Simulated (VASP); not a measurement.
# NaF (Fm-3m) in VASP: single point with LDA

Aim: the single point of NaF with LDA.

All numbers are computed with VASP 6.6.1; they aren't measurements. Logs are shortened: lines on timing, memory, paths and dates and some standing lists are left out, and cuts for length are marked.

### 1 The cell of the first run

The structure is cubic, space group Fm-3m (No. 225). Conventional cell: a = 4.647 Å, b = 4.647 Å, c = 4.647 Å, α = 90.00°, β = 90.00°, γ = 90.00°. Na (site symmetry m-3m) has 6 F at 2.32 Å within 3.1 Å. Within 3.1 Å of F (site symmetry m-3m) lie 6 Na at 2.32 Å.

### 2 Single point, LDA

Contents of INCAR:

```
SYSTEM = NaF
  ALGO = Normal
  EDIFF = 1E-6
  ENCUT = 520
  GGA = CA
  ISIF = 2
  ISMEAR = 0
  LASPH = .TRUE.
  LCHARG = .FALSE.
  LREAL = .FALSE.
  LWAVE = .FALSE.
  NBANDS = 14
  NELM = 60
  PREC = Accurate
  SIGMA = 0.1
```

Contents of KPOINTS:

```
k-points
0
G
  6 6 6
  0 0 0
```

Contents of POSCAR:

```
NaF
1.0
    0.0000000000      2.3233000000      2.3233000000
    2.3233000000      0.0000000000      2.3233000000
    2.3233000000      2.3233000000      0.0000000000
Na F
1 1
Direct
    0.0000000000      0.0000000000      0.0000000000
    0.5000000000      0.5000000000      0.5000000000
```

Potentials or basis: VASP PAW LDA potentials, release 64 (Na_pv, F).

Command:

```
$ cat potpaw_LDA.64/Na_pv/POTCAR potpaw_LDA.64/F/POTCAR > POTCAR
$ mpirun -np 1 vasp_std > vasp.out
```

OUTCAR:

```text
SYSTEM = NaF
   EDIFF = 1E-6
   ENCUT = 520
   GGA = CA
   ISIF = 2
   ISMEAR = 0
   LASPH = .TRUE.
   LREAL = .FALSE.
   NELM = 60
   PREC = Accurate

 ion  position               nearest neighbor table
   1  0.000  0.000  0.000-   2 2.32   2 2.32   2 2.32   2 2.32   2 2.32   2 2.32
   2  0.500  0.500  0.500-   1 2.32   1 2.32   1 2.32   1 2.32   1 2.32   1 2.32

  LATTYP: Found a face centered cubic cell.
 ALAT       =     4.6466000000

  Lattice vectors:

 A1 = (   0.0000000000,   2.3233000000,   2.3233000000)
 A2 = (   2.3233000000,   0.0000000000,   2.3233000000)
 A3 = (   2.3233000000,   2.3233000000,   0.0000000000)

Analysis of symmetry for initial positions (statically):
=====================================================================
 Subroutine PRICEL returns:
 Original cell was already a primitive cell.

 Routine SETGRP: Setting up the symmetry group for a
 face centered cubic supercell.

 Subroutine GETGRP returns: Found 48 space group operations
 (whereof 48 operations were pure point group operations)
 out of a pool of 48 trial point group operations.

The static configuration has the point symmetry O_h .

Analysis of symmetry for dynamics (positions and initial velocities):
=====================================================================
 Subroutine PRICEL returns:
 Original cell was already a primitive cell.

 Routine SETGRP: Setting up the symmetry group for a
 face centered cubic supercell.

 Subroutine GETGRP returns: Found 48 space group operations
 (whereof 48 operations were pure point group operations)
 out of a pool of 48 trial point group operations.

The dynamic configuration has the point symmetry O_h .

 Subroutine INISYM returns: Found 48 space group operations
 (whereof 48 operations are pure point group operations),
 and found     1 'primitive' translations

----------------------------------------------------------------------------------------

                                     Primitive cell

  volume of cell :      25.0811

  direct lattice vectors                    reciprocal lattice vectors
     0.000000000  2.323300000  2.323300000    -0.215211122  0.215211122  0.215211122
     2.323300000  0.000000000  2.323300000     0.215211122 -0.215211122  0.215211122
     2.323300000  2.323300000  0.000000000     0.215211122  0.215211122 -0.215211122

  length of vectors
[... 81 lines left out ...]
   POTIM  = 0.5000    time-step for ionic-motion
   TEBEG  =    0.0;   TEEND  =   0.0 temperature during run
   PSTRESS=    0.0 pullay stress
   NELECT =      14.0000    total number of electrons
   NUPDOWN=      -1.0000    fix difference up-down
   EMIN   =  10.00;   EMAX   =-10.00  energy-range for DOS
   EFERMI =   0.00;   METHOD = LEGACY
   ISMEAR =     0;   SIGMA  =   0.10  broadening in eV -4-tet -1-fermi 0-gaus
   EFERMI_NEDOS =   21; number of points for ismear=-14 and -15
   IALGO  =     38    algorithm
   IMIX   =      4    mixing-type and parameters
     AMIX     =   0.40;   BMIX     =  1.00
     AMIX_MAG =   1.60;   BMIX_MAG =  1.00
  volume/ion in A,a.u.               =      12.54        84.63
  Fermi-wavevector in a.u.,A,eV,Ry     =   1.347935  2.547227 24.720809  1.816928
  Thomas-Fermi vector in A             =   2.475645
   LORBIT       =      0    0 simple, 1 ext, 2 COOP (PROOUT), +10 PAW based schemes
   GGA     = CA    functional components
   LHFCALC =     F    Hartree Fock is set to
   AEXX    =    0.0000 exact exchange contribution
   IVDW    =     0    specifies the selected vdW correction
   LEPSILON=     F    determine dielectric tensor
   LRPA    =     F    only Hartree local field effects (RPA)
 non-spin polarized calculation
 Gauss-broadening in eV      SIGMA  =   0.10
  energy-cutoff  :      520.00
  volume of cell :       25.08
 maximum number of plane-waves:       692
   NGX = 13   NGY = 13   NGZ = 13

 number of electron      13.9999978 magnetization

 Free energy of the ion-electron system (eV)
  ---------------------------------------------------
  ext. energy  EPLUGINS =         0.00000000
  ---------------------------------------------------
  free energy    TOTEN  =        -9.29970728 eV

  energy without entropy =       -9.29970728  energy(sigma->0) =       -9.29970728

 E-fermi :  -2.0667     XC(G=0):  -9.9032

 val. band max:       -2.5465932945   @ k =   0.0000   0.0000   0.0000
 cond. band min:       3.3660444231   @ k =   0.0000   0.0000   0.0000
 fundamental gap:      5.9126377177
 Fermi energy:        -2.0666975533

 k-point     1 :       0.0000    0.0000    0.0000
  band No.  band energies     occupation
      1     -21.3312      2.00000
      2     -21.3312      2.00000
      3     -21.3312      2.00000
      4     -21.2924      2.00000
      5      -2.5466      2.00000
      6      -2.5466      2.00000
      7      -2.5466      2.00000
      8       3.3660      0.00000
      9      15.9313      0.00000
     10      15.9313      0.00000
     11      15.9313      0.00000
     12      18.7250      0.00000
     13      20.9448      0.00000
     14      20.9448      0.00000
[... 241 lines left out ...]
      1     -21.6374      2.00000
      2     -21.4543      2.00000
      3     -21.4088      2.00000
      4     -20.7464      2.00000
      5      -3.6631      2.00000
      6      -3.2154      2.00000
      7      -3.0933      2.00000
      8      10.1640      0.00000
      9      10.2292      0.00000
     10      11.5831      0.00000
     11      14.6885      0.00000
     12      18.3708      0.00000
     13      22.9384      0.00000
     14      23.0145      0.00000

------------------------ aborting loop because EDIFF is reached ----------------------------------------

  FORCE on cell =-STRESS in cart. coord.  units (eV):
  Direction    XX          YY          ZZ          XY          YZ          ZX
  --------------------------------------------------------------------------------------
  -------------------------------------------------------------------------------------
  Total       -0.7426639     -0.7426639     -0.7426639     -0.0000000      0.0000000     -0.0000000
  in kB      -47.4413501    -47.4413501    -47.4413501     -0.0000000      0.0000000     -0.0000000
  external PRESSURE =     -47.4413501 kB  Pullay stress =       0.0000000 kB

 VOLUME and BASIS-vectors are now :
 -----------------------------------------------------------------------------
  energy-cutoff  :      520.00
  volume of cell :       25.08
      direct lattice vectors                 reciprocal lattice vectors
     0.000000000  2.323300000  2.323300000    -0.215211122  0.215211122  0.215211122
     2.323300000  0.000000000  2.323300000     0.215211122 -0.215211122  0.215211122
     2.323300000  2.323300000  0.000000000     0.215211122  0.215211122 -0.215211122

 POSITION                                       TOTAL-FORCE (eV/Angst)
 -----------------------------------------------------------------------------------
      0.00000      0.00000      0.00000        -0.000000     -0.000000     -0.000000
      2.32330      2.32330      2.32330         0.000000      0.000000      0.000000
 -----------------------------------------------------------------------------------
    total drift:                                0.000000     -0.000000      0.000000

  FREE ENERGIE OF THE ION-ELECTRON SYSTEM (eV)
  ---------------------------------------------------
  free  energy   TOTEN  =        -9.2997072801 eV

  energy  without entropy=       -9.2997072801  energy(sigma->0) =       -9.29970728
```

It took 7.2 s on 1 thread of AMD EPYC 7R13, shared host; peak memory 0.09 GiB.

Results:

| Quantity | Value |
| --- | --- |
| Free energy | -9.2997 eV |
| Pressure | -4.7 GPa |
| Band gap on the k mesh | 5.91 eV, direct |

A hybrid or GW would open this gap; LDA tends to underestimate it.
